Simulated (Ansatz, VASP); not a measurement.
# Two plane-wave programs on Nb3WC4

```
CELL_PARAMETERS angstrom
6.02342 0.00000 0.00000
-3.01171 5.21643 0.00000
0.00000 0.00000 2.88554
ATOMIC_POSITIONS crystal
Nb 0.50163 0.00327 0.00000
Nb 0.50163 0.49837 0.00000
Nb 0.99673 0.49837 0.00000
W 0.00000 0.00000 0.00000
C 0.67867 0.83934 0.50000
C 0.16066 0.83934 0.50000
C 0.66667 0.33333 0.50000
C 0.16066 0.32133 0.50000
```

Alike in both runs: functional PBE; k mesh 3 × 3 × 5; occupations gaussian, width 0.2 eV; no spin polarisation.

Ansatz relaxed the structure, and its values are those at the end. VASP's run is a single point on that final structure, the one shown.

|  | VASP | Ansatz |
| --- | --- | --- |
| version | VASP 6.6.1 | Ansatz 0.2.0 |
| potentials or method | VASP PAW PBE potentials, release 64 (Nb_sv, W_sv, C), cutoff 600 eV | scalar-relativistic, plane waves, PAW |
| valence electrons in the cell | 69 | 69 |

VASP gave:

| Quantity | Value |
| --- | --- |
| gap on the k mesh at the Fermi level (eV) | none |
| pressure (GPa) | -0.4 |
| rms of the force components (eV/Å) | 0.037 |

What did Ansatz give for the same quantities?

gap on the k mesh at the Fermi level (eV): none; pressure (GPa): -0.2; rms of the force components (eV/Å): 0.025.

A gap of «none» marks a metal or a gap that the smearing closes.

The k mesh is coarse, so the values compare programs but aren't converged. Spin-orbit coupling is off throughout.
